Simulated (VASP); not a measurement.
# PtF2 (P4/mmm) in VASP: notebook, part 2 of 2

VASP 6.6.1.

### Step 3. Single point, PBE (atoms taken out)

Input file INCAR:

```
  ALGO = Normal
  EDIFF = 1E-6
  ENCUT = 520
  GGA = PE
  ISIF = 2
  ISMEAR = 0
  LASPH = T
  LCHARG = F
  LREAL = F
  LWAVE = F
  NBANDS = 19
  NELM = 80
  PREC = Accurate
  SIGMA = 0.1
```

Input file KPOINTS:

```
k-points
0
Gamma
  14 14 12
```

Input file POSCAR:

```
PtF2
1.0
    3.2964471707      0.0000000000      0.0000000000
    0.0000000000      3.2964471707      0.0000000000
    0.0000000000      0.0000000000      4.0889378267
Pt F
1 2
Direct
    0.0000000000      0.0000000000      0.0000000000
    0.0000000000      0.0000000000      0.5000000000
    0.5000000000      0.5000000000      0.0000000000
```

Potentials or basis: VASP PAW PBE potentials, release 64 (Pt, F).

Run with:

```
$ cat potpaw_PBE.64/Pt/POTCAR potpaw_PBE.64/F/POTCAR > POTCAR
$ mpirun -np 1 vasp_std > vasp.out
```

OUTCAR:

```text
EDIFF = 1E-6
   ENCUT = 520
   GGA = PE
   ISIF = 2
   ISMEAR = 0
   LASPH = T
   LREAL = F
   NELM = 80
   PREC = Accurate

 ion  position               nearest neighbor table
   1  0.000  0.000  0.000-   2 2.04   2 2.04   3 2.33   3 2.33   3 2.33   3 2.33
   2  0.000  0.000  0.500-   1 2.04   1 2.04
   3  0.500  0.500  0.000-   1 2.33   1 2.33   1 2.33   1 2.33

  LATTYP: Found a simple tetragonal cell.
 ALAT       =     3.2964471707
 C/A-ratio  =     1.2404075100

  Lattice vectors:

 A1 = (   3.2964471707,   0.0000000000,   0.0000000000)
 A2 = (   0.0000000000,   3.2964471707,   0.0000000000)
 A3 = (   0.0000000000,   0.0000000000,   4.0889378267)

Analysis of symmetry for initial positions (statically):
=====================================================================
 Subroutine PRICEL returns:
 Original cell was already a primitive cell.

 Routine SETGRP: Setting up the symmetry group for a
 simple tetragonal supercell.

[... 165 lines left out ...]
  free energy    TOTEN  =       -11.47640387 eV

  energy without entropy =      -11.47000638  energy(sigma->0) =      -11.47320513

 E-fermi :   2.3743     XC(G=0):  -9.8955

 val. band max:        2.3724746810   @ k =   0.5000   0.2143   0.5000
 cond. band min:       2.3797889684   @ k =   0.5000   0.2143   0.4167
 fundamental gap:      0.0073142874
 Fermi energy:         2.3743196668

 k-point     1 :       0.0000    0.0000    0.0000
  band No.  band energies     occupation
      1     -21.2694      2.00000
      2     -20.7937      2.00000
      3      -3.4446      2.00000
      4      -2.7249      2.00000
      5      -2.7249      2.00000
      6      -1.7085      2.00000
[... 505 lines left out ...]
      6      -2.1275      2.00000
[... 11 lines left out ...]
     18      15.8666      0.00000
     19      19.0015      0.00000

 [... further k-points ...]

------------------------ aborting loop because EDIFF is reached ----------------------------------------

  FORCE on cell =-STRESS in cart. coord.  units (eV):
  Direction    XX          YY          ZZ          XY          YZ          ZX
  --------------------------------------------------------------------------------------
  -------------------------------------------------------------------------------------
  Total       -0.1246537     -0.1246537      0.1544820      0.0000000     -0.0000000      0.0000000
  in kB       -4.4948291     -4.4948291      5.5703902      0.0000000     -0.0000000      0.0000000
  external PRESSURE =      -1.1397560 kB  Pullay stress =       0.0000000 kB

 VOLUME and BASIS-vectors are now :
 -----------------------------------------------------------------------------
  energy-cutoff  :      520.00
  volume of cell :       44.43
      direct lattice vectors                 reciprocal lattice vectors
     3.296447171  0.000000000  0.000000000     0.303356902  0.000000000  0.000000000
     0.000000000  3.296447171  0.000000000     0.000000000  0.303356902  0.000000000
     0.000000000  0.000000000  4.088937827     0.000000000  0.000000000  0.244562290

 POSITION                                       TOTAL-FORCE (eV/Angst)
 -----------------------------------------------------------------------------------
      0.00000      0.00000      0.00000         0.000000      0.000000      0.000000
      0.00000      0.00000      2.04447         0.000000      0.000000      0.000000
      1.64822      1.64822      0.00000         0.000000      0.000000      0.000000
 -----------------------------------------------------------------------------------
    total drift:                                0.000000      0.000000      0.000000

  FREE ENERGIE OF THE ION-ELECTRON SYSTEM (eV)
  ---------------------------------------------------
  free  energy   TOTEN  =       -11.4764038682 eV

  energy  without entropy=      -11.4700063826  energy(sigma->0) =      -11.47320513
```

OSZICAR:

```text
N       E                     dE             d eps       ncg     rms          rms(c)
DAV:   1     0.143126929475E+03    0.14313E+03   -0.13506E+04  9872   0.119E+03
DAV:   2    -0.692440760033E+01   -0.15005E+03   -0.14551E+03 10829   0.284E+02
DAV:   3    -0.132292544456E+02   -0.63048E+01   -0.62440E+01 10851   0.575E+01
DAV:   4    -0.132688560782E+02   -0.39602E-01   -0.39596E-01 10145   0.500E+00
DAV:   5    -0.132692012646E+02   -0.34519E-03   -0.34518E-03 10595   0.478E-01    0.151E+01
DAV:   6    -0.116839704946E+02    0.15852E+01   -0.69872E+00  9921   0.242E+01    0.115E+01
DAV:   7    -0.115043966404E+02    0.17957E+00   -0.84209E-01  9752   0.981E+00    0.748E+00
DAV:   8    -0.114809167520E+02    0.23480E-01   -0.14064E-01  9796   0.357E+00    0.123E+00
DAV:   9    -0.114765899607E+02    0.43268E-02   -0.15305E-02 10851   0.140E+00    0.270E-01
DAV:  10    -0.114763616194E+02    0.22834E-03   -0.30828E-03  9780   0.470E-01    0.103E-01
DAV:  11    -0.114763772447E+02   -0.15625E-04   -0.83770E-05 10134   0.102E-01    0.518E-02
DAV:  12    -0.114764012470E+02   -0.24002E-04   -0.38992E-05  9837   0.480E-02    0.126E-02
DAV:  13    -0.114764039709E+02   -0.27239E-05   -0.37720E-06 10263   0.186E-02    0.475E-03
DAV:  14    -0.114764038682E+02    0.10272E-06   -0.34876E-07  6111   0.658E-03
   1 F= -.11476404E+02 E0= -.11473205E+02  d E =-.639749E-02
```

stdout:

```text
POSCAR found type information on POSCAR PtF
 POSCAR found :  2 types and       3 ions
 scaLAPACK will be used
 LDA part: xc-table for (Slater+PW92), standard interpolation
 POSCAR, INCAR and KPOINTS ok, starting setup
 FFT: planning ... GRIDC
 FFT: planning ... GRID_SOFT
 FFT: planning ... GRID
 WAVECAR not read
 entering main loop
```

Wall time 2.1 min (1 thread of AMD EPYC 7R13 (Zen 3), shared host); peak memory 0.28 GiB.

What came out:

```yaml
Free_energy: -11.4764 eV
Pressure: -0.1 GPa
Band_gap_on_the_k_mesh: zero (bands 12 and 13 overlap by 2.13 eV)
```

Caveat: the cell differs from its parent crystal (atoms taken out); spin-orbit coupling is left out, which moves the levels of the heavy elements.

### Step 4. Relaxation of cell and atoms, PBE (atoms taken out)

Input file INCAR:

```
SYSTEM = PtF2
PREC = Accurate
ENCUT = 600
EDIFF = 1E-6
ISMEAR = 0
SIGMA = 0.1
LREAL = .FALSE.
LASPH = .TRUE.
NELM = 100
ALGO = Normal
ISIF = 3
LWAVE = .FALSE.
LCHARG = .FALSE.
GGA = PE
IBRION = 2
NSW = 100
EDIFFG = -0.01
```

Input file KPOINTS:

```
regular mesh
0
G
  14 14 12
  0 0 0
```

Input file POSCAR:

```
PtF2
1.0
    3.2831641549      0.0000000000      0.0000000000
    0.0000000000      3.2831641549      0.0000000000
    0.0000000000      0.0000000000      4.0991437266
Pt F
1 2
Direct
    0.0000000000      0.0000000000      0.0000000000
    0.0000000000      0.0000000000      0.5000000000
    0.5000000000      0.5000000000      0.0000000000
```

Run with:

```
$ cat potpaw_PBE.64/Pt/POTCAR potpaw_PBE.64/F/POTCAR > POTCAR
$ mpirun -np 1 vasp_std > vasp.out
```

It took 3.9 min on 1 thread of AMD EPYC 7R13 (Zen 3), shared host; peak memory 0.32 GiB.

Results (log left out):

| Quantity | Value |
| --- | --- |
| Free energy | -11.4796 eV |
| Relaxed volume | 14.77 Å³/atom |
| Relaxed cell | a = 3.289 Å, b = 3.289 Å, c = 4.096 Å, α = 90.00°, β = 90.00°, γ = 90.00° |
| Space group after relaxing (to 0.1 Å) | P4/mmm (No. 123) |
| Energy gained by relaxing | 0.1 meV/atom |
| Ionic steps | 2 |
| Pressure after relaxing | 0.0 GPa |
| Band gap on the k mesh | zero (bands 12 and 13 overlap by 2.16 eV) |

Step by step:
```tsv
step	energy change (eV)	largest force (eV/Å)	pressure (GPa)	volume (Å³)
1	0.0000	0.0000	0.21	44.19
2	-0.0002	0.0000	-0.01	44.31
```

Final structure:
```yaml
crystal:
  lattice:
    - [3.28899, 0.00000, 0.00000]
    - [0.00000, 3.28899, 0.00000]
    - [0.00000, 0.00000, 4.09618]
  atoms:
    - { symbol: Pt, position: [0.00000, 0.00000, 0.00000] }
    - { symbol: F, position: [0.00000, 0.00000, 0.50000] }
    - { symbol: F, position: [0.50000, 0.50000, 0.00000] }
```

Levels at points of the mesh, in eV from the Fermi level:
| k point | band 9 | band 10 | band 11 | band 12 | band 13 | band 14 | band 15 | band 16 |
| --- | --- | --- | --- | --- | --- | --- | --- | --- |
| (0.00, 0.00, 0.00) | -2.92 | -1.73 | -1.47 | -1.47 | -1.24 | 0.88 | 9.97 | 11.12 |
| (0.50, 0.00, 0.00) | -1.39 | -1.30 | -1.07 | -0.24 | 0.91 | 4.83 | 6.36 | 11.85 |
| (0.50, 0.50, 0.00) | -2.11 | -2.11 | -1.22 | -0.71 | -0.40 | 4.89 | 9.09 | 9.09 |
| (0.00, 0.00, 0.50) | -2.88 | -1.31 | -1.24 | -0.22 | -0.22 | 5.28 | 6.58 | 14.20 |
| (0.50, 0.00, 0.50) | -1.04 | -0.26 | -0.18 | 0.91 | 2.10 | 6.34 | 7.19 | 8.41 |
| (0.50, 0.50, 0.50) | -1.19 | -0.54 | -0.54 | -0.40 | 1.07 | 7.67 | 8.98 | 8.98 |

Caveat: the cell differs from its parent crystal (atoms taken out); spin-orbit coupling is left out, which moves the levels of the heavy elements.

### Step 5. The runs side by side

```tsv
task	spin	cell	k mesh	cutoff (eV)	gap on the mesh (eV)	pressure (GPa)
single point	collinear	a = 3.283, b = 3.283, c = 4.099 Å, 3 atoms	6 × 6 × 4	520	none	0.1
single point	off	a = 3.296, b = 3.296, c = 4.089 Å, 3 atoms	14 × 14 × 12	520	none	-0.1
relaxation of cell and atoms	off	relaxed from a = 3.283, b = 3.283, c = 4.099 Å, 3 atoms	14 × 14 × 12	600	none	0.0
```

Alike in all rows: level PBE; potentials or basis VASP PAW PBE potentials, release 64 (Pt, F); smearing gaussian 0.1 eV.

Caveats: some runs use coarse meshes; spin-orbit coupling is left out, which moves the levels of the heavy elements.

Absolute energies hang on the potentials; compare differences alone.

The gap in the log of VASP goes by the Fermi energy; the results here count the filled bands.